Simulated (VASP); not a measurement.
Write the native input for VASP 6.6.1 that does the following.

* Task: relaxation of cell and atoms
* Functional: PBEsol
* Potentials or basis: VASP PAW PBE potentials, release 64 (Ti_sv)
* Cutoff: 500 eV
* k mesh: 10 × 10 × 10
* Occupations: fermi-dirac, width 0.1 eV
* Spin: no spin polarisation
* Dipole correction: no
* Further INCAR settings: ALGO = Normal; EDIFF = 1e-07; IBRION = 2; EDIFFG = -0.02; NSW = 60; ISIF = 3

The structure of Ti lies in POSCAR:

```
Ti
1.0
    0.0000000000      2.0650000000      2.0650000000
    2.0650000000      0.0000000000      2.0650000000
    2.0650000000      2.0650000000      0.0000000000
Ti
1
Direct
    0.0000000000      0.0000000000      0.0000000000
```

This isn't the form of Ti at room conditions, which is hcp.

The input as run:

INCAR

```
SYSTEM = Ti
PREC = Accurate
ENCUT = 500
EDIFF = 1E-7
ISMEAR = -1
SIGMA = 0.1
LREAL = .False.
LASPH = .True.
NELM = 120
ALGO = Normal
ISIF = 3
LWAVE = .False.
LCHARG = .False.
GGA = PS
IBRION = 2
NSW = 60
EDIFFG = -0.02
GGA_COMPAT = .False.
NELMIN = 4
```

KPOINTS

```
Automatic mesh
0
Gamma
  10 10 10
  0 0 0
```

Potentials or basis: VASP PAW PBE potentials, release 64 (Ti_sv).

The run is started by

```console
$ cat potpaw_PBE.64/Ti_sv/POTCAR > POTCAR
$ mpirun -np 1 vasp_std > vasp.out
```

Results of the run:

```
Relaxed volume                        : 16.68 Å³/atom
Relaxed cell                          : a = 2.868 Å, b = 2.868 Å, c = 2.868 Å, α = 60.00°, β = 60.00°, γ = 60.00°
Space group after relaxing (to 0.1 Å) : Fm-3m (No. 225)
Energy gained by relaxing             : 17.2 meV/atom
Ionic steps                           : 3
Pressure after relaxing               : 0.0 GPa
Band gap on the k mesh                : zero (bands 6 and 7 overlap by 1.17 eV)
```

Caveat: the PAW data sets were made with another functional, which shifts forces and pressure a little.

It took 16 s on 1 thread of Intel(R) Xeon(R) Platinum 8488C (Sapphire Rapids), on a shared host, peak memory 0.14 GiB.
